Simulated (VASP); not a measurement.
## InSb: single point with PBE

InSb:

```xyz
4
Lattice="5.9204 0.0000 0.0000 0.0000 5.9380 0.0000 0.0000 0.0000 3.2225" Properties=species:S:1:pos:R:3 pbc="T T T"
In    0.0000    0.0000    0.0284
In    2.9602    2.9690    3.1941
Sb    0.0000    2.9690    0.8926
Sb    2.9602    0.0000    2.3299
```

| Quantity | Value |
| --- | --- |
| Program | VASP 6.6.1 |
| Task | single point |
| Functional | PBE |
| Potentials or basis | VASP PAW PBE potentials, release 64 (In_d, Sb) |
| Cutoff | 520 eV |
| k mesh | 8 × 8 × 14 |
| Occupations | fermi-dirac, width 0.1 eV |
| Spin | no spin polarisation |

```
Pressure               : 0.0 GPa
Largest force          : 0.056 eV/Å
Band gap on the k mesh : zero (bands 18 and 19 overlap by 2.69 eV)
```

Forces on the atoms (eV/Å):
```
In   0.000  0.000  0.000
In   0.000  0.000  0.000
Sb   0.000  0.000 -0.056
Sb   0.000  0.000  0.056
```

Stress tensor (GPa, compression positive):
```
-0.20  0.00  0.00
 0.00 -0.12  0.00
 0.00  0.00  0.39
```

Levels at points of the mesh, in eV from the Fermi level:
```csv
k point,band 15,band 16,band 17,band 18,band 19,band 20,band 21,band 22
"(0.00, 0.00, 0.00)",-4.52,-3.37,-1.98,-1.97,3.27,3.71,4.54,5.91
"(0.50, 0.00, 0.00)",-3.53,-3.53,0.19,0.19,3.10,3.10,4.22,4.22
"(0.00, 0.50, 0.00)",-3.53,-3.53,0.16,0.16,3.08,3.08,4.21,4.21
"(0.50, 0.50, 0.00)",-0.40,-0.40,1.54,1.54,1.78,1.78,1.92,1.92
"(0.00, 0.00, 0.50)",-2.20,-1.68,-1.63,-0.84,-0.78,-0.72,0.45,0.88
"(0.50, 0.00, 0.50)",-2.15,-2.15,-1.27,-1.27,-1.12,-1.12,2.46,2.46
"(0.00, 0.50, 0.50)",-2.12,-2.12,-1.21,-1.21,-1.06,-1.06,2.36,2.36
"(0.50, 0.50, 0.50)",-4.00,-4.00,-2.85,-2.85,2.84,2.84,3.14,3.14
```

It took 12 min on 1 thread of Oxide Virtual Turin-like Processor (shared host), peak memory 0.58 GiB.

Caveat: spin-orbit coupling is left out, which moves the levels of the heavy elements.
